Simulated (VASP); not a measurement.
Input of a VASP 6.6.1 run:

INCAR

```
SYSTEM = CdS
PREC = Accurate
ENCUT = 520
EDIFF = 1E-6
ISMEAR = -1
SIGMA = 0.05
LREAL = .FALSE.
LASPH = .TRUE.
NELM = 100
ALGO = Normal
ISIF = 2
LWAVE = .FALSE.
LCHARG = .FALSE.
GGA = PS
IVDW = 12
NBANDS = 16
```

The input KPOINTS:

```
regular mesh
0
G
  8 8 8
  0 0 0
```

POSCAR

```
CdS
1.0
    0.0000000000      2.8848903384      2.8848903384
    2.8848903384      0.0000000000      2.8848903384
    2.8848903384      2.8848903384      0.0000000000
Cd S
1 1
Direct
    0.0000000000      0.0000000000      0.0000000000
    0.7500000000      0.7500000000      0.7500000000
```

Potentials or basis: VASP PAW PBE potentials, release 64 (Cd, S).

Launch:

```console
$ cat potpaw_PBE.64/Cd/POTCAR potpaw_PBE.64/S/POTCAR > POTCAR
$ mpirun -np 1 vasp_std > vasp.out
```

Q: Predict the dispersion energy per atom.

A: -0.281 eV.

Q: Predict the pressure.

A: 0.4 GPa.

Q: What does it give for the band gap on the k mesh?

A: 1.08 eV, direct.

Caveat: the PAW data sets were made with another functional, which shifts forces and pressure a little. PBEsol gaps usually lie below the measured ones, often by a third to a half.
